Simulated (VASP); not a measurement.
HfRu3, 4 atoms in the cell. The structure is cubic, space group Pm-3m (No. 221). The conventional cell has a = 3.956 Å, b = 3.956 Å, c = 3.956 Å, α = 90.00°, β = 90.00°, γ = 90.00°. Within 3.7 Å of Hf (site symmetry m-3m) lie 12 Ru at 2.80 Å. Ru (site symmetry 4/mmm) has 4 Hf at 2.80 Å and 8 Ru at 2.80 Å within 3.7 Å. 

| Property | Result |
| --- | --- |
| Program | VASP 6.6.1 |
| Task | single point |
| Functional | LDA |
| Potentials or basis | VASP PAW LDA potentials, release 64 (Hf_pv, Ru_pv) |
| Cutoff | 500 eV |
| k mesh | 6 × 6 × 6 |
| Occupations | fermi-dirac, width 0.1 eV |
| Spin | no spin polarisation |
| Dipole correction | no |
| Further INCAR settings | ALGO = Normal; EDIFF = 1e-06; NBANDS = 34 |

Potentials or basis: VASP PAW LDA potentials, release 64 (Hf_pv, Ru_pv).

Run with:

```sh
$ cat potpaw_LDA.64/Hf_pv/POTCAR potpaw_LDA.64/Ru_pv/POTCAR > POTCAR
$ mpirun -np 1 vasp_std > vasp.out
```

Hardware: 1 thread of Intel(R) Xeon(R) Platinum 8488C (Sapphire Rapids) (shared host).

Problem. Estimate the wall time of this run.

Solution. Wall time 30 s on 1 thread of Intel(R) Xeon(R) Platinum 8488C (Sapphire Rapids), with other jobs on the host, peak memory 0.17 GiB. Counts: scf iterations 13, k points 20.
